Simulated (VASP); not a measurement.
Input of a VASP 6.6.1 run:

INCAR

```
PREC     = Accurate       # precision mode
ENCUT    = 520            # plane-wave cutoff, eV
EDIFF    = 1E-6           # SCF threshold, eV
ISMEAR   = -1             # smearing method
SIGMA    = 0.1            # smearing width, eV
LREAL    = F              # projectors in reciprocal space
LASPH    = T              # aspherical terms in the spheres
NELM     = 80             # most SCF steps
ALGO     = Normal         # electronic algorithm
ISIF     = 2              # what is computed and relaxed
LWAVE    = F              # write WAVECAR
LCHARG   = F              # write CHGCAR
GGA      = PS             # functional
NBANDS   = 26             # bands
```

Contents of KPOINTS:

```
regular mesh
0
Gamma
  8 8 11
```

POSCAR

```
In
1.0
    5.1894325431      0.0000000000      0.0000000000
   -2.5947162716      4.4941804135      0.0000000000
    0.0000000000      0.0000000000      3.2030207936
In
3
Direct
    0.0000000000      1.0000000000      0.0000000000
    0.3333333333      0.6666666667      0.5000000000
    0.6666666667      0.3333333333      0.5000000000
```

Potentials or basis: VASP PAW PBE potentials, release 64 (In_d).

Run with:

```console
$ cat potpaw_PBE.64/In_d/POTCAR > POTCAR
$ mpirun -np 1 vasp_std > vasp.out
```

What does it give for the pressure?

1.9 GPa.

Stress tensor (GPa, compression positive):
```
2.04 0.00 0.00
0.00 2.04 0.00
0.00 0.00 1.71
```

Caveat: the PAW data sets were made with another functional, which shifts forces and pressure a little.
